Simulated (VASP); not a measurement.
Cd, 2 atoms in the cell. Symmetry: P6_3/mmc, No. 194, hexagonal system. Conventional cell: a = 2.882 Å, b = 2.882 Å, c = 5.638 Å, α = 90.00°, β = 90.00°, γ = 120.00°. Within 3.8 Å of Cd (site symmetry -6m2) lie 12 Cd at 2.88 to 3.27 Å. 

| Quantity | Value |
| --- | --- |
| Program | VASP 6.6.1 |
| Task | single point |
| Functional | LDA |
| Potentials or basis | VASP PAW LDA potentials, release 64 (Cd) |
| Cutoff | 520 eV |
| k mesh | 13 × 13 × 6 |
| Occupations | methfessel-paxton, width 0.03 eV |
| Spin | no spin polarisation |
| Dipole correction | no |
| Further INCAR settings | ALGO = Normal; EDIFF = 1e-06; NBANDS = 19 |

Potentials or basis: VASP PAW LDA potentials, release 64 (Cd).

Launch:

```sh
$ cat potpaw_LDA.64/Cd/POTCAR > POTCAR
$ mpirun -np 1 vasp_std > vasp.out
```

Hardware: 1 thread of AMD EPYC 7R13, on a shared host.

**Question.** Estimate the wall time of this run.

**Answer.** It took 57 s on 1 thread of AMD EPYC 7R13, with other jobs on the host, peak memory 0.15 GiB. Counts: scf iterations 11, k points 84.
